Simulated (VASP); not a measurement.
A run of VASP 6.6.1:

The input POSCAR:

```
GaN
1.0
    0.0000000000      2.2489526310      2.2489526310
    2.2489526310      0.0000000000      2.2489526310
    2.2489526310      2.2489526310      0.0000000000
Ga N
1 1
Direct
    0.0000000000      0.0000000000      0.0000000000
    0.7500000000      0.7500000000      0.7500000000
```

File INCAR.step1:

```
SYSTEM = GaN
  PREC = Accurate
  ENCUT = 520
  EDIFF = 1E-5
  ISMEAR = 0
  SIGMA = 0.01
  LREAL = .FALSE.
  LASPH = .TRUE.
  NELM = 100
  ALGO = Normal
  ISIF = 2
  LWAVE = .TRUE.
  LCHARG = .FALSE.
  NBANDS = 16
  GGA = PE
```

INCAR.step2

```
SYSTEM = GaN
  PREC = Accurate
  ENCUT = 520
  EDIFF = 1E-7
  ISMEAR = 0
  SIGMA = 0.01
  LREAL = .FALSE.
  LASPH = .TRUE.
  NELM = 100
  ALGO = Normal
  ISIF = 2
  LWAVE = .FALSE.
  LCHARG = .FALSE.
  GGA = PE
  LHFCALC = .TRUE.
  HFSCREEN = 0.2079
  PRECFOCK = Normal
  NBANDS = 16
  ISTART = 1
```

KPOINTS

```
Automatic mesh
0
G
  6 6 6
  0 0 0
```

Potentials or basis: VASP PAW PBE potentials, release 64 (Ga_d, N).

Launch:

```console
$ cat potpaw_PBE.64/Ga_d/POTCAR potpaw_PBE.64/N/POTCAR > POTCAR
$ cp INCAR.step1 INCAR
$ mpirun -np 1 vasp_std > vasp.out
$ cp INCAR.step2 INCAR
$ mpirun -np 1 vasp_std > vasp.out
```

Hardware: 1 thread of Intel(R) Xeon(R) Platinum 8375C CPU @ 2.90GHz (Ice Lake), on a shared host.

**Question.** Estimate the wall time of this run.

**Answer.** Wall time 46 min on 1 thread of Intel(R) Xeon(R) Platinum 8375C CPU @ 2.90GHz (Ice Lake) (shared host), peak memory 0.25 GiB. Counts: k points 16.
